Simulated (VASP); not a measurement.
Set up this calculation in VASP 6.6.1, as the native input.

```
Task                               : single point
Functional                         : PBE0
Potentials or basis                : VASP PAW PBE potentials, release 64 (C, Be)
Cutoff                             : 520 eV
k mesh                             : 8 × 8 × 8
Occupations                        : gaussian, width 0.01 eV
Spin                               : no spin polarisation
Dipole correction                  : no
Grid for exact exchange (PRECFOCK) : Normal
Further INCAR settings             : ALGO = Normal; EDIFF = 1e-06; NBANDS = 11
Share of exact exchange            : 0.25
```

Be2C:

```
CELL_PARAMETERS angstrom
0.00000 2.16049 2.16049
2.16049 0.00000 2.16049
2.16049 2.16049 0.00000
ATOMIC_POSITIONS crystal
C 0.00000 0.00000 0.00000
Be 0.25000 0.25000 0.25000
Be 0.75000 0.75000 0.75000
```

These files were run (other wordings do the same):

POSCAR

```
Be2C
1.0
    0.0000000000      2.1604856287      2.1604856287
    2.1604856287      0.0000000000      2.1604856287
    2.1604856287      2.1604856287      0.0000000000
C Be
1 2
Direct
    0.0000000000      0.0000000000      0.0000000000
    0.2500000000      0.2500000000      0.2500000000
    0.7500000000      0.7500000000      0.7500000000
```

INCAR.step1

```
ALGO = Normal
EDIFF = 1E-5
ENCUT = 520
GGA = PE
GGA_COMPAT = F
ISIF = 2
ISMEAR = 0
LASPH = T
LCHARG = F
LREAL = F
LWAVE = T
NBANDS = 11
NELM = 120
PREC = Accurate
SIGMA = 0.01
```

INCAR.step2

```
AEXX = 0.25
ALGO = Normal
EDIFF = 1E-6
ENCUT = 520
GGA = PE
GGA_COMPAT = F
ISIF = 2
ISMEAR = 0
ISTART = 1
LASPH = T
LCHARG = F
LHFCALC = T
LREAL = F
LWAVE = F
NBANDS = 11
NELM = 120
PREC = Accurate
PRECFOCK = Normal
SIGMA = 0.01
```

KPOINTS

```
k-points
0
Gamma
  8 8 8
```

Potentials or basis: VASP PAW PBE potentials, release 64 (C, Be).

Launch:

```console
$ cat potpaw_PBE.64/C/POTCAR potpaw_PBE.64/Be/POTCAR > POTCAR
$ cp INCAR.step1 INCAR
$ mpirun -np 1 vasp_std > vasp.out
$ cp INCAR.step2 INCAR
$ mpirun -np 1 vasp_std > vasp.out
```

It gave:

* Pressure: -1.9 GPa
* Band gap on the k mesh: 2.60 eV (least direct gap 5.82 eV)

Caveat: the PAW data sets were made with another functional, which shifts forces and pressure a little.

It took 22 min on 1 thread of Intel(R) Xeon(R) Platinum 8375C CPU @ 2.90GHz (Ice Lake) (shared host), peak memory 0.15 GiB.
